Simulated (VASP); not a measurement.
Wanted: the native input for a VASP 6.6.1 run.

- Task: single point
- Functional: PBE
- Potentials or basis: VASP PAW PBE potentials, release 64 (Al, Pt)
- Cutoff: 520 eV
- k mesh: 6 × 6 × 4
- Occupations: gaussian, width 0.2 eV
- Spin: no spin polarisation
- Dipole correction: no
- Further INCAR settings: ALGO = Fast; EDIFF = 1e-06; NBANDS = 25

The structure of Al2Pt lies in POSCAR:

```
Al2Pt
1.0
   -2.0880209335      2.0874567326      2.9549750960
    2.0878234059     -2.0864666110      2.9541268824
    4.2629481459      4.2634219050      0.0005272855
Al Pt
4 2
Direct
    0.9998394276      0.4999741519      0.2499828988
    0.5000577737      1.0001350953      0.7499311473
    0.4998438729      0.9999835847      0.2499963702
    0.0001872296      0.4998823323      0.7501125959
    0.9999976618      0.9999366608      0.5000067869
    0.5000740343      0.5000881750      0.9999702010
```

These files were run (other wordings do the same):

INCAR

```
SYSTEM = Al2Pt
  PREC = Accurate
  ENCUT = 520
  EDIFF = 1E-6
  ISMEAR = 0
  SIGMA = 0.2
  LREAL = .False.
  LASPH = .True.
  NELM = 60
  ALGO = Fast
  ISIF = 2
  LWAVE = .False.
  LCHARG = .False.
  GGA = PE
  NBANDS = 25
```

KPOINTS

```
regular mesh
0
Gamma
  6 6 4
  0 0 0
```

Potentials or basis: VASP PAW PBE potentials, release 64 (Al, Pt).

The run is started by

```bash
$ cat potpaw_PBE.64/Al/POTCAR potpaw_PBE.64/Pt/POTCAR > POTCAR
$ mpirun -np 1 vasp_std > vasp.out
```

It gave:

* Pressure: -0.2 GPa
* Largest force: 0.005 eV/Å
* Band gap on the k mesh: zero (band 16 reaches 10.50 eV, above the bottom of band 17 at 6.15 eV)

Caveat: spin-orbit coupling is left out, which moves the levels of the heavy elements.

Run time: 110 s on 1 thread of Intel(R) Xeon(R) Platinum 8488C (Sapphire Rapids), on a shared host, peak memory 0.32 GiB.
